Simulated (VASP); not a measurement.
# TePb4Se3 (P4/mmm) in VASP: single point with PBE

Aim: the single point of TePb4Se3 with PBE.

Everything below comes from runs of VASP 6.6.1. Logs are shortened: lines on timing, memory, paths and dates and some standing lists are left out, and cuts for length are marked.

## (1) The cell of the first run

It takes space group P4/mmm (No. 123, tetragonal). The conventional cell has a = 4.469 Å, b = 4.469 Å, c = 12.610 Å, α = 90.00°, β = 90.00°, γ = 90.00°. Within 4.2 Å of Te (site symmetry 4/mmm) lie 6 Pb at 3.16 to 3.25 Å. Pb (site symmetry 4mm) has 5 Se at 3.06 to 3.16 Å and 1 Te at 3.25 Å within 4.0 Å. Pb (site symmetry 4/mmm) has 4 Te at 3.16 Å and 2 Se at 3.18 Å within 4.2 Å. Within 4.1 Å of Pb (site symmetry 4/mmm) lie 6 Se at 3.12 to 3.16 Å. Within 4.1 Å of Se (site symmetry 4mm) lie 6 Pb at 3.12 to 3.18 Å. Se (site symmetry 4/mmm) has 6 Pb at 3.06 to 3.16 Å within 4.0 Å.

## (2) Single point, PBE

File INCAR:

```
  PREC = Accurate
  ENCUT = 520
  EDIFF = 1E-7
  ISMEAR = 0
  SIGMA = 0.1
  LREAL = F
  LASPH = T
  NELM = 100
  ALGO = Normal
  ISIF = 2
  LWAVE = F
  LCHARG = T
  GGA = PE
  LELF = T
  LVHAR = T
  NBANDS = 50
```

File KPOINTS:

```
Automatic mesh
0
Gamma
  4 4 2
```

File POSCAR:

```
TePb4Se3
1.0
    4.4692837000      0.0000000000      0.0000000000
    0.0000000000      4.4692837000      0.0000000000
    0.0000000000      0.0000000000     12.6103972000
Te Pb Se
1 4 3
Direct
    0.0000000000      0.0000000000      0.0000000000
    0.0000000000      0.0000000000      0.7425040000
    0.5000000000      0.5000000000      0.0000000000
    0.0000000000      0.0000000000      0.2574960000
    0.5000000000      0.5000000000      0.5000000000
    0.5000000000      0.5000000000      0.2522740000
    0.0000000000      0.0000000000      0.5000000000
    0.5000000000      0.5000000000      0.7477260000
```

Potentials or basis: VASP PAW PBE potentials, release 64 (Te, Pb_d, Se).

On the command line:

```bash
$ cat potpaw_PBE.64/Te/POTCAR potpaw_PBE.64/Pb_d/POTCAR potpaw_PBE.64/Se/POTCAR > POTCAR
$ mpirun -np 1 vasp_std > vasp.out
```

OUTCAR:

```text
PREC = Accurate
   ENCUT = 520
   EDIFF = 1E-7
   ISMEAR = 0
   LREAL = F
   LASPH = T
   NELM = 100
   ISIF = 2
   GGA = PE

 ion  position               nearest neighbor table
   1  0.000  0.000  0.000-   3 3.16   3 3.16   3 3.16   3 3.16   4 3.25   2 3.25
   2  0.000  0.000  0.743-   7 3.06   8 3.16   8 3.16   8 3.16   8 3.16   1 3.25
   3  0.500  0.500  0.000-   1 3.16   1 3.16   1 3.16   1 3.16   8 3.18   6 3.18
   4  0.000  0.000  0.257-   7 3.06   6 3.16   6 3.16   6 3.16   6 3.16   1 3.25
   5  0.500  0.500  0.500-   6 3.12   8 3.12   7 3.16   7 3.16   7 3.16   7 3.16
   6  0.500  0.500  0.252-   5 3.12   4 3.16   4 3.16   4 3.16   4 3.16   3 3.18
   7  0.000  0.000  0.500-   2 3.06   4 3.06   5 3.16   5 3.16   5 3.16   5 3.16
   8  0.500  0.500  0.748-   5 3.12   2 3.16   2 3.16   2 3.16   2 3.16   3 3.18

  LATTYP: Found a simple tetragonal cell.
 ALAT       =     4.4692837000
 C/A-ratio  =     2.8215700874

  Lattice vectors:

 A1 = (   4.4692837000,   0.0000000000,   0.0000000000)
 A2 = (   0.0000000000,   4.4692837000,   0.0000000000)
 A3 = (   0.0000000000,   0.0000000000,  12.6103972000)

Analysis of symmetry for initial positions (statically):
=====================================================================
 Subroutine PRICEL returns:
 Original cell was already a primitive cell.

 Routine SETGRP: Setting up the symmetry group for a
 simple tetragonal supercell.

 Subroutine GETGRP returns: Found 16 space group operations
 (whereof 16 operations were pure point group operations)
 out of a pool of 16 trial point group operations.

The static configuration has the point symmetry D_4h.

Analysis of symmetry for dynamics (positions and initial velocities):
=====================================================================
 Subroutine PRICEL returns:
 Original cell was already a primitive cell.

 Routine SETGRP: Setting up the symmetry group for a
 simple tetragonal supercell.

 Subroutine GETGRP returns: Found 16 space group operations
 (whereof 16 operations were pure point group operations)
 out of a pool of 16 trial point group operations.

The dynamic configuration has the point symmetry D_4h.

 Subroutine INISYM returns: Found 16 space group operations
 (whereof 16 operations are pure point group operations),
 and found     1 'primitive' translations

----------------------------------------------------------------------------------------

                                     Primitive cell

  volume of cell :     251.8863

  direct lattice vectors                    reciprocal lattice vectors
     4.469283700  0.000000000  0.000000000     0.223749502  0.000000000  0.000000000
     0.000000000  4.469283700  0.000000000     0.000000000  0.223749502  0.000000000
     0.000000000  0.000000000 12.610397200     0.000000000  0.000000000  0.079299643

  length of vectors
     4.469283700  4.469283700 12.610397200     0.223749502  0.223749502  0.079299643

  position of ions in fractional coordinates (direct lattice)
     0.000000000  0.000000000  0.000000000
     0.000000000  0.000000000  0.742504000
     0.500000000  0.500000000  0.000000000
     0.000000000  0.000000000  0.257496000
     0.500000000  0.500000000  0.500000000
     0.500000000  0.500000000  0.252274000
     0.000000000  0.000000000  0.500000000
     0.500000000  0.500000000  0.747726000

  ion indices of the primitive-cell ions
   primitive index   ion index
                 1           1
                 2           2
                 3           3
                 4           4
                 5           5
                 6           6
                 7           7
                 8           8

----------------------------------------------------------------------------------------

 KPOINTS: Automatic mesh

Automatic generation of k-mesh.
 Grid dimensions read from file:
 generate k-points for:    4    4    2

 Generating k-lattice:

  Cartesian coordinates                     Fractional coordinates (reciprocal lattice)
     0.055937375  0.000000000  0.000000000     0.250000000  0.000000000  0.000000000
     0.000000000  0.055937375  0.000000000     0.000000000  0.250000000  0.000000000
     0.000000000  0.000000000  0.039649822     0.000000000  0.000000000  0.500000000

  Length of vectors
     0.055937375  0.055937375  0.039649822

  Shift w.r.t. Gamma in fractional coordinates (k-lattice)
     0.000000000  0.000000000  0.000000000

 Subroutine IBZKPT returns following result:
 ===========================================

 Found     12 irreducible k-points:

 Following reciprocal coordinates:
            Coordinates               Weight
  0.000000  0.000000  0.000000      1.000000
  0.250000  0.000000  0.000000      4.000000
  0.500000  0.000000  0.000000      2.000000
  0.250000  0.250000  0.000000      4.000000
  0.500000  0.250000  0.000000      4.000000
  0.500000  0.500000  0.000000      1.000000
  0.000000  0.000000  0.500000      1.000000
  0.250000  0.000000  0.500000      4.000000
  0.500000  0.000000  0.500000      2.000000
  0.250000  0.250000  0.500000      4.000000
  0.500000  0.250000  0.500000      4.000000
  0.500000  0.500000  0.500000      1.000000
   k-points           NKPTS =     12   k-points in BZ     NKDIM =     12   number of bands    NBANDS=     50
   number of dos      NEDOS =    301   number of ions     NIONS =      8
   total plane-waves  NPLWV = 124416
   dimension x,y,z NGX =    36 NGY =   36 NGZ =   96
   dimension x,y,z NGXF=    72 NGYF=   72 NGZF=  192
   ions per type =               1   4   3
   NGX,Y,Z   is equivalent  to a cutoff of  13.39, 13.39, 12.66 a.u.
   NGXF,Y,Z  is equivalent  to a cutoff of  26.78, 26.78, 25.31 a.u.
 SYSTEM =  unknown system
   PREC   = accura    normal or accurate (medium, high low for compatibility)
   ISTART =      0    job   : 0-new  1-cont  2-samecut
   ICHARG =      2    charge: 1-file 2-atom 10-const
   ISPIN  =      1    spin polarized calculation?
   LNONCOLLINEAR =      F non collinear calculations
   LSORBIT =      F    spin-orbit coupling
   LASPH  =      T    aspherical Exc in radial PAW
   ENCUT  =  520.0 eV  38.22 Ry    6.18 a.u.   8.31  8.31 23.45*2*pi/ulx,y,z
   NELM   =    100;   NELMIN=  2; NELMDL= -5     # of ELM steps
   EDIFF  = 0.1E-06   stopping-criterion for ELM
   LREAL  =      F    real-space projection
   EDIFFG = 0.1E-05   stopping-criterion for IOM
   NSW    =      0    number of steps for IOM
   IBRION =     -1    ionic relax: 0-MD 1-quasi-New 2-CG
   NFREE  =      0    steps in history (QN), initial steepest desc. (CG)
   ISIF   =      2    stress and relaxation
   ISYM   =      2    0-nonsym 1-usesym 2-fastsym
   POTIM  = 0.5000    time-step for ionic-motion
   TEBEG  =    0.0;   TEEND  =   0.0 temperature during run
   PSTRESS=    0.0 pullay stress
   NELECT =      80.0000    total number of electrons
   NUPDOWN=      -1.0000    fix difference up-down
   EMIN   =  10.00;   EMAX   =-10.00  energy-range for DOS
   EFERMI =   0.00;   METHOD = LEGACY
   ISMEAR =     0;   SIGMA  =   0.10  broadening in eV -4-tet -1-fermi 0-gaus
   EFERMI_NEDOS =   21; number of points for ismear=-14 and -15
   IALGO  =     38    algorithm
   IMIX   =      4    mixing-type and parameters
     AMIX     =   0.40;   BMIX     =  1.00
     AMIX_MAG =   1.60;   BMIX_MAG =  1.00
  volume/ion in A,a.u.               =      31.49       212.48
  Fermi-wavevector in a.u.,A,eV,Ry     =   1.116957  2.110743 16.974546  1.247594
  Thomas-Fermi vector in A             =   2.253576
   LORBIT       =      0    0 simple, 1 ext, 2 COOP (PROOUT), +10 PAW based schemes
   GGA     = PE    functional components
   LHFCALC =     F    Hartree Fock is set to
   AEXX    =    0.0000 exact exchange contribution
   IVDW    =     0    specifies the selected vdW correction
   LEPSILON=     F    determine dielectric tensor
   LRPA    =     F    only Hartree local field effects (RPA)
 non-spin polarized calculation
 Gauss-broadening in eV      SIGMA  =   0.10
  energy-cutoff  :      520.00
  volume of cell :      251.89
 maximum number of plane-waves:      6838
 NGX is ok and might be reduce to    36
   NGX = 17   NGY = 17   NGZ = 47

 number of electron      79.9999992 magnetization

 Free energy of the ion-electron system (eV)
  ---------------------------------------------------
  ext. energy  EPLUGINS =         0.00000000
  ---------------------------------------------------
  free energy    TOTEN  =       -31.92121523 eV

  energy without entropy =      -31.92014575  energy(sigma->0) =      -31.92068049

 E-fermi :   4.8157     XC(G=0):  -9.2363

 val. band max:        4.6781956107   @ k =   0.5000   0.0000   0.0000
 cond. band min:       4.9531282490   @ k =   0.5000   0.0000   0.0000
 fundamental gap:      0.2749326383
 Fermi energy:         4.8157249324

 k-point     1 :       0.0000    0.0000    0.0000
  band No.  band energies     occupation
      1     -12.2475      2.00000
      2     -12.2301      2.00000
      3     -12.2104      2.00000
      4     -12.1955      2.00000
      5     -12.1955      2.00000
      6     -12.1646      2.00000
[... 42 lines left out ...]
     49       9.0678      0.00000
     50       9.2727      0.00000

 k-point     2 :       0.2500    0.0000    0.0000
  band No.  band energies     occupation
      1     -12.2332      2.00000
      2     -12.2189      2.00000
      3     -12.2186      2.00000
      4     -12.1988      2.00000
      5     -12.1952      2.00000
      6     -12.1602      2.00000
[... 42 lines left out ...]
     49       8.0738      0.00000
     50       8.4856      0.00000

 k-point     3 :       0.5000    0.0000    0.0000
  band No.  band energies     occupation
      1     -12.2266      2.00000
      2     -12.2239      2.00000
      3     -12.2019      2.00000
      4     -12.2012      2.00000
      5     -12.1951      2.00000
      6     -12.1589      2.00000
[... 466 lines left out ...]
     49       8.6887      0.00000
     50       8.8367      0.00000

 k-point    12 :       0.5000    0.5000    0.5000
  band No.  band energies     occupation
      1     -12.2798      2.00000
      2     -12.2219      2.00000
      3     -12.2033      2.00000
      4     -12.2033      2.00000
      5     -12.1934      2.00000
      6     -12.1807      2.00000
[... 42 lines left out ...]
     49       9.8660      0.00000
     50       9.8668      0.00000

------------------------ aborting loop because EDIFF is reached ----------------------------------------

  FORCE on cell =-STRESS in cart. coord.  units (eV):
  Direction    XX          YY          ZZ          XY          YZ          ZX
  --------------------------------------------------------------------------------------
  -------------------------------------------------------------------------------------
  Total       -0.0277062     -0.0277062     -0.0334588      0.0000000      0.0000000     -0.0000000
  in kB       -0.1762313     -0.1762313     -0.2128219      0.0000000      0.0000000     -0.0000000
  external PRESSURE =      -0.1884281 kB  Pullay stress =       0.0000000 kB

 VOLUME and BASIS-vectors are now :
 -----------------------------------------------------------------------------
  energy-cutoff  :      520.00
  volume of cell :      251.89
      direct lattice vectors                 reciprocal lattice vectors
     4.469283700  0.000000000  0.000000000     0.223749502  0.000000000  0.000000000
     0.000000000  4.469283700  0.000000000     0.000000000  0.223749502  0.000000000
     0.000000000  0.000000000 12.610397200     0.000000000  0.000000000  0.079299643

 POSITION                                       TOTAL-FORCE (eV/Angst)
 -----------------------------------------------------------------------------------
      0.00000      0.00000      0.00000        -0.000000     -0.000000      0.000000
      0.00000      0.00000      9.36327         0.000000     -0.000000     -0.000096
      2.23464      2.23464      0.00000        -0.000000     -0.000000      0.000000
      0.00000      0.00000      3.24713        -0.000000     -0.000000      0.000096
      2.23464      2.23464      6.30520        -0.000000     -0.000000      0.000000
      2.23464      2.23464      3.18128         0.000000      0.000000      0.001836
      0.00000      0.00000      6.30520        -0.000000     -0.000000      0.000000
      2.23464      2.23464      9.42912        -0.000000     -0.000000     -0.001836
 -----------------------------------------------------------------------------------
    total drift:                                0.000000      0.000000      0.000000

  FREE ENERGIE OF THE ION-ELECTRON SYSTEM (eV)
  ---------------------------------------------------
  free  energy   TOTEN  =       -31.9212152332 eV

  energy  without entropy=      -31.9201457535  energy(sigma->0) =      -31.92068049
```

It took 3.3 min on 1 thread of Intel Xeon Platinum 8259CL at 2.50GHz (Skylake/Cascade Lake), shared host; peak memory 0.42 GiB.

What came out:

- Free energy: -31.9212 eV
- Pressure: 0.0 GPa
- Band gap on the k mesh: 0.27 eV, direct

Levels at points of the mesh, in eV from the valence-band top:
```tsv
k point	band 38	band 39	band 40	band 41	band 42	band 43
(0.00, 0.00, 0.00)	-1.58	-1.48	-1.38	2.30	2.40	3.66
(0.50, 0.00, 0.00)	-0.72	-0.12	0.00	0.27	0.55	1.40
(0.50, 0.50, 0.00)	-2.83	-0.74	-0.53	1.76	1.84	3.71
(0.00, 0.00, 0.50)	-1.77	-1.07	-0.72	2.35	2.63	3.75
(0.50, 0.00, 0.50)	-0.66	-0.59	-0.24	0.89	0.92	1.01
(0.50, 0.50, 0.50)	-2.05	-1.93	-1.84	3.38	3.61	3.77
```

Caveat: spin-orbit coupling is left out, which moves the levels of the heavy elements.
